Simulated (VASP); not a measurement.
# Lu (Im-3m) in VASP: a series of runs

The runs below take Lu through single point, with r2SCAN.

Everything below comes from runs of VASP 6.6.1. Logs are shortened: lines on timing, memory, paths and dates and some standing lists are left out, and cuts for length are marked.

## 1. The cell of the first run

Symmetry: Im-3m, No. 229, cubic system. The conventional cell has a = 3.772 Å, b = 3.772 Å, c = 3.772 Å, α = 90.00°, β = 90.00°, γ = 90.00°. Lu (site symmetry m-3m) has 14 Lu at 3.27 to 3.77 Å within 4.3 Å.

This isn't the form of Lu at room conditions, which is hcp.

## 2. Single point, r2SCAN

Input file POSCAR:

```
Lu
1.0
   -1.8857787040      1.8857787040      1.8857787040
    1.8857787040     -1.8857787040      1.8857787040
    1.8857787040      1.8857787040     -1.8857787040
Lu
1
Direct
    0.0000000000      0.0000000000      0.0000000000
```

Input file INCAR.step1:

```
SYSTEM = Lu
ALGO = Normal
EDIFF = 1E-4
ENCUT = 520
GGA = PE
ISMEAR = -1
LASPH = .True.
LCHARG = .False.
LREAL = .False.
LWAVE = .True.
NBANDS = 18
NELM = 60
PREC = Accurate
SIGMA = 0.05
```

Input file INCAR.step2:

```
SYSTEM = Lu
ALGO = Normal
EDIFF = 1E-6
ENCUT = 520
ISIF = 2
ISMEAR = -1
ISTART = 1
LASPH = .True.
LCHARG = .False.
LMIXTAU = .True.
LREAL = .False.
LWAVE = .False.
METAGGA = R2SCAN
NBANDS = 18
NELM = 60
PREC = Accurate
SIGMA = 0.05
```

Input file KPOINTS:

```
k-points
0
Gamma
  10 10 10
  0 0 0
```

Potentials or basis: VASP PAW PBE potentials, release 64 (Lu).

Run with:

```
cat potpaw_PBE.64/Lu/POTCAR > POTCAR
cp INCAR.step1 INCAR
mpirun -np 1 vasp_std > vasp.out
cp INCAR.step2 INCAR
mpirun -np 1 vasp_std > vasp.out
```

OUTCAR:

```text
SYSTEM = Lu
   EDIFF = 1E-6
   ENCUT = 520
   ISIF = 2
   ISMEAR = -1
   ISTART = 1
   LASPH = .True.
   LREAL = .False.
   METAGGA = R2SCAN
   NELM = 60
   PREC = Accurate

 ion  position               nearest neighbor table
   1  0.000  0.000  0.000-

  LATTYP: Found a body centered cubic cell.
 ALAT       =     3.7715574080

  Lattice vectors:

 A1 = (  -1.8857787040,   1.8857787040,   1.8857787040)
 A2 = (   1.8857787040,  -1.8857787040,   1.8857787040)
 A3 = (   1.8857787040,   1.8857787040,  -1.8857787040)

Analysis of symmetry for initial positions (statically):
=====================================================================
 Subroutine PRICEL returns:
 Original cell was already a primitive cell.

 Routine SETGRP: Setting up the symmetry group for a
 body centered cubic supercell.

 Subroutine GETGRP returns: Found 48 space group operations
 (whereof 48 operations were pure point group operations)
 out of a pool of 48 trial point group operations.

The static configuration has the point symmetry O_h .

Analysis of symmetry for dynamics (positions and initial velocities):
=====================================================================
 Subroutine PRICEL returns:
 Original cell was already a primitive cell.

 Routine SETGRP: Setting up the symmetry group for a
 body centered cubic supercell.

 Subroutine GETGRP returns: Found 48 space group operations
 (whereof 48 operations were pure point group operations)
 out of a pool of 48 trial point group operations.

The dynamic configuration has the point symmetry O_h .

 Subroutine INISYM returns: Found 48 space group operations
 (whereof 48 operations are pure point group operations),
 and found     1 'primitive' translations

----------------------------------------------------------------------------------------

                                     Primitive cell

  volume of cell :      26.8245

  direct lattice vectors                    reciprocal lattice vectors
    -1.885778704  1.885778704  1.885778704     0.000000000  0.265142458  0.265142458
     1.885778704 -1.885778704  1.885778704     0.265142458  0.000000000  0.265142458
     1.885778704  1.885778704 -1.885778704     0.265142458  0.265142458  0.000000000

  length of vectors
     3.266264527  3.266264527  3.266264527     0.374968059  0.374968059  0.374968059

  position of ions in fractional coordinates (direct lattice)
     0.000000000  0.000000000  0.000000000

  ion indices of the primitive-cell ions
   primitive index   ion index
                 1           1

----------------------------------------------------------------------------------------

 KPOINTS: k-points

Automatic generation of k-mesh.
 Grid dimensions read from file:
 generate k-points for:   10   10   10

 Generating k-lattice:

  Cartesian coordinates                     Fractional coordinates (reciprocal lattice)
     0.000000000  0.026514246  0.026514246     0.100000000  0.000000000  0.000000000
     0.026514246  0.000000000  0.026514246     0.000000000  0.100000000  0.000000000
     0.026514246  0.026514246  0.000000000     0.000000000  0.000000000  0.100000000

  Length of vectors
     0.037496806  0.037496806  0.037496806

  Shift w.r.t. Gamma in fractional coordinates (k-lattice)
     0.000000000  0.000000000  0.000000000

 Subroutine IBZKPT returns following result:
 ===========================================

 Found     47 irreducible k-points:

 Following reciprocal coordinates:
            Coordinates               Weight
  0.000000  0.000000  0.000000      1.000000
  0.100000  0.000000  0.000000     12.000000
  0.200000  0.000000  0.000000     12.000000
  0.300000  0.000000  0.000000     12.000000
  0.400000  0.000000  0.000000     12.000000
  0.500000  0.000000  0.000000      6.000000
[... 16 lines left out ...]
  0.300000  0.300000  0.100000      8.000000
 -0.300000  0.300000  0.100000     24.000000
 [... further k-points ...]
   k-points           NKPTS =     47   k-points in BZ     NKDIM =     47   number of bands    NBANDS=     18
   number of dos      NEDOS =    301   number of ions     NIONS =      1
   total plane-waves  NPLWV =  13824
   dimension x,y,z NGX =    24 NGY =   24 NGZ =   24
   dimension x,y,z NGXF=    48 NGYF=   48 NGZF=   48
   ions per type =               1
   NGX,Y,Z   is equivalent  to a cutoff of  12.22, 12.22, 12.22 a.u.
   NGXF,Y,Z  is equivalent  to a cutoff of  24.43, 24.43, 24.43 a.u.
 SYSTEM =  Lu
   PREC   = accura    normal or accurate (medium, high low for compatibility)
   ISTART =      1    job   : 0-new  1-cont  2-samecut
   ICHARG =      0    charge: 1-file 2-atom 10-const
   ISPIN  =      1    spin polarized calculation?
   LNONCOLLINEAR =      F non collinear calculations
   LSORBIT =      F    spin-orbit coupling
   LASPH  =      T    aspherical Exc in radial PAW
   ENCUT  =  520.0 eV  38.22 Ry    6.18 a.u.   6.07  6.07  6.07*2*pi/ulx,y,z
   NELM   =     60;   NELMIN=  2; NELMDL=  0     # of ELM steps
   EDIFF  = 0.1E-05   stopping-criterion for ELM
   LREAL  =      F    real-space projection
   EDIFFG = 0.1E-04   stopping-criterion for IOM
   NSW    =      0    number of steps for IOM
   IBRION =     -1    ionic relax: 0-MD 1-quasi-New 2-CG
   NFREE  =      0    steps in history (QN), initial steepest desc. (CG)
   ISIF   =      2    stress and relaxation
   ISYM   =      2    0-nonsym 1-usesym 2-fastsym
   POTIM  = 0.5000    time-step for ionic-motion
   TEBEG  =    0.0;   TEEND  =   0.0 temperature during run
   PSTRESS=    0.0 pullay stress
   NELECT =      25.0000    total number of electrons
   NUPDOWN=      -1.0000    fix difference up-down
   EMIN   =  10.00;   EMAX   =-10.00  energy-range for DOS
   EFERMI =   0.00;   METHOD = LEGACY
   ISMEAR =    -1;   SIGMA  =   0.05  broadening in eV -4-tet -1-fermi 0-gaus
   EFERMI_NEDOS =   21; number of points for ismear=-14 and -15
   IALGO  =     38    algorithm
   IMIX   =      4    mixing-type and parameters
     AMIX     =   0.40;   BMIX     =  1.00
     AMIX_MAG =   1.60;   BMIX_MAG =  1.00
  volume/ion in A,a.u.               =      26.82       181.02
  Fermi-wavevector in a.u.,A,eV,Ry     =   1.599107  3.021873 34.792032  2.557142
  Thomas-Fermi vector in A             =   2.696452
   LORBIT       =      0    0 simple, 1 ext, 2 COOP (PROOUT), +10 PAW based schemes
   METAGGA = R2SCAN    functional components
   LHFCALC =     F    Hartree Fock is set to
   AEXX    =    0.0000 exact exchange contribution
   IVDW    =     0    specifies the selected vdW correction
   LEPSILON=     F    determine dielectric tensor
   LRPA    =     F    only Hartree local field effects (RPA)
 non-spin polarized calculation
  energy-cutoff  :      520.00
  volume of cell :       26.82
 maximum number of plane-waves:       736
   NGX = 13   NGY = 13   NGZ = 13

 number of electron      24.9999994 magnetization

 Free energy of the ion-electron system (eV)
  ---------------------------------------------------
  ext. energy  EPLUGINS =         0.00000000
  ---------------------------------------------------
  free energy    TOTEN  =       -37.90729679 eV

  energy without entropy =      -37.89274399  energy(sigma->0) =      -37.90002039

 E-fermi :   2.6926     XC(G=0): -12.0411

 val. band max:        2.6702074624   @ k =   0.2000   0.2000   0.1000
 cond. band min:       2.7537206973   @ k =   0.3000   0.2000   0.1000
 fundamental gap:      0.0835132349
 Fermi energy:         2.6926038480

 k-point     1 :       0.0000    0.0000    0.0000
  band No.  band energies     occupation
      1     -55.2652      2.00000
      2     -24.9666      2.00000
      3     -24.9666      2.00000
      4     -24.9665      2.00000
      5      -3.9755      2.00000
      6      -2.5650      2.00000
[... 10 lines left out ...]
     17       7.5761      0.00000
     18      15.2521      0.00000

 k-point     2 :       0.1000    0.0000    0.0000
  band No.  band energies     occupation
      1     -55.2605      2.00000
      2     -25.0336      2.00000
      3     -24.9869      2.00000
      4     -24.9670      2.00000
      5      -3.6446      2.00000
      6      -2.5619      2.00000
[... 10 lines left out ...]
     17       7.5720      0.00000
     18      15.5732      0.00000

 k-point     3 :       0.2000    0.0000    0.0000
  band No.  band energies     occupation
      1     -55.2481      2.00000
      2     -25.2048      2.00000
      3     -25.0397      2.00000
      4     -24.9682      2.00000
      5      -2.7288      2.00000
      6      -2.5554      2.00000
[... 10 lines left out ...]
     17       7.6311      0.00000
     18      15.8156      0.00000

 k-point     4 :       0.3000    0.0000    0.0000
  band No.  band energies     occupation
      1     -55.2327      2.00000
      2     -25.4086      2.00000
      3     -25.1042      2.00000
      4     -24.9697      2.00000
      5      -2.5520      2.00000
      6      -2.5227      2.00000
[... 10 lines left out ...]
     17       8.0112      0.00000
     18      14.5812      0.00000

 k-point     5 :       0.4000    0.0000    0.0000
  band No.  band energies     occupation
      1     -55.2203      2.00000
      2     -25.5676      2.00000
      3     -25.1558      2.00000
      4     -24.9710      2.00000
      5      -2.5537      2.00000
      6      -2.5238      2.00000
[... 10 lines left out ...]
     17       9.7729      0.00000
     18      13.1047      0.00000

 k-point     6 :       0.5000    0.0000    0.0000
  band No.  band energies     occupation
      1     -55.2155      2.00000
      2     -25.6270      2.00000
      3     -25.1754      2.00000
      4     -24.9714      2.00000
      5      -2.5553      2.00000
      6      -2.5315      2.00000
[... 10 lines left out ...]
     17      10.8343      0.00000
     18      12.4615      0.00000

 k-point     7 :       0.1000    0.1000    0.0000
  band No.  band energies     occupation
      1     -55.2519      2.00000
      2     -25.1512      2.00000
      3     -25.0100      2.00000
      4     -24.9828      2.00000
      5      -3.0185      2.00000
      6      -2.5563      2.00000
[... 10 lines left out ...]
     17       7.7610      0.00000
     18      16.0755      0.00000

 k-point     8 :       0.2000    0.1000   -0.0000
  band No.  band energies     occupation
      1     -55.2380      2.00000
      2     -25.3267      2.00000
      3     -25.0742      2.00000
      4     -24.9904      2.00000
      5      -2.5489      2.00000
      6      -2.5290      2.00000
[... 10 lines left out ...]
     17       8.0509      0.00000
     18      15.3368      0.00000
[... 229 lines left out ...]
     17       8.0084      0.00000
     18      16.4914      0.00000

 k-point    20 :       0.2000    0.2000    0.1000
  band No.  band energies     occupation
      1     -55.2194      2.00000
      2     -25.4940      2.00000
      3     -25.1680      2.00000
      4     -25.0708      2.00000
      5      -2.5353      2.00000
      6      -2.5222      2.00000
[... 10 lines left out ...]
     17      10.4330      0.00000
     18      12.2938      0.00000

 k-point    21 :       0.3000    0.2000    0.1000
  band No.  band energies     occupation
      1     -55.2137      2.00000
      2     -25.4907      2.00000
      3     -25.2612      2.00000
      4     -25.0870      2.00000
      5      -2.5364      2.00000
      6      -2.5216      2.00000
[... 10 lines left out ...]
     17      10.1404      0.00000
     18      12.0314      0.00000

 k-point    22 :      -0.2000    0.2000    0.1000
  band No.  band energies     occupation
      1     -55.2438      2.00000
      2     -25.2060      2.00000
      3     -25.0613      2.00000
      4     -25.0190      2.00000
      5      -2.5548      2.00000
      6      -2.5343      2.00000
[... 10 lines left out ...]
     17       8.3115      0.00000
     18      15.9284      0.00000

 k-point    23 :       0.3000    0.3000    0.1000
  band No.  band energies     occupation
      1     -55.2119      2.00000
      2     -25.3843      2.00000
      3     -25.3843      2.00000
      4     -25.1072      2.00000
      5      -2.5350      2.00000
      6      -2.5119      2.00000
[... 10 lines left out ...]
     17       9.1454      0.00000
     18      13.1953      0.00000

 k-point    24 :      -0.3000    0.3000    0.1000
  band No.  band energies     occupation
      1     -55.2288      2.00000
      2     -25.3991      2.00000
      3     -25.1269      2.00000
      4     -25.0182      2.00000
      5      -2.5486      2.00000
      6      -2.5186      2.00000
[... 10 lines left out ...]
     17       8.4292      0.00000
     18      14.1121      0.00000

 [... further k-points ...]
[... 5 lines left out ...]
  --------------------------------------------------------------------------------------
  -------------------------------------------------------------------------------------
  Total        0.9003207      0.9003207      0.9003207     -0.0000000      0.0000000      0.0000000
  in kB       53.7744070     53.7744070     53.7744070     -0.0000000      0.0000000      0.0000000
  external PRESSURE =      53.7744070 kB  Pullay stress =       0.0000000 kB

 VOLUME and BASIS-vectors are now :
 -----------------------------------------------------------------------------
  energy-cutoff  :      520.00
  volume of cell :       26.82
      direct lattice vectors                 reciprocal lattice vectors
    -1.885778704  1.885778704  1.885778704     0.000000000  0.265142458  0.265142458
     1.885778704 -1.885778704  1.885778704     0.265142458  0.000000000  0.265142458
     1.885778704  1.885778704 -1.885778704     0.265142458  0.265142458  0.000000000

 POSITION                                       TOTAL-FORCE (eV/Angst)
 -----------------------------------------------------------------------------------
      0.00000      0.00000      0.00000         0.000000     -0.000000      0.000000
 -----------------------------------------------------------------------------------
    total drift:                                0.000000      0.000000      0.000000

  FREE ENERGIE OF THE ION-ELECTRON SYSTEM (eV)
  ---------------------------------------------------
  free  energy   TOTEN  =       -37.9072967942 eV

  energy  without entropy=      -37.8927439940  energy(sigma->0) =      -37.90002039
```

It took 37 s on 1 thread of Intel Xeon Platinum 8488C (Sapphire Rapids), shared host; peak memory 0.16 GiB.

Results:

| Item | Value |
| --- | --- |
| Free energy | -37.9073 eV |
| Pressure | 5.4 GPa |
| Band gap on the k mesh | zero (an odd number of electrons rules out a gap without spin polarisation) |

Caveat: the cell stands under pressure; the PAW data sets were made with another functional, which shifts forces and pressure a little; spin-orbit coupling is left out, which moves the levels of the heavy elements.

(Part 1 of 2 ends here.)

The gap in the log of VASP goes by the Fermi energy; the results here count the filled bands.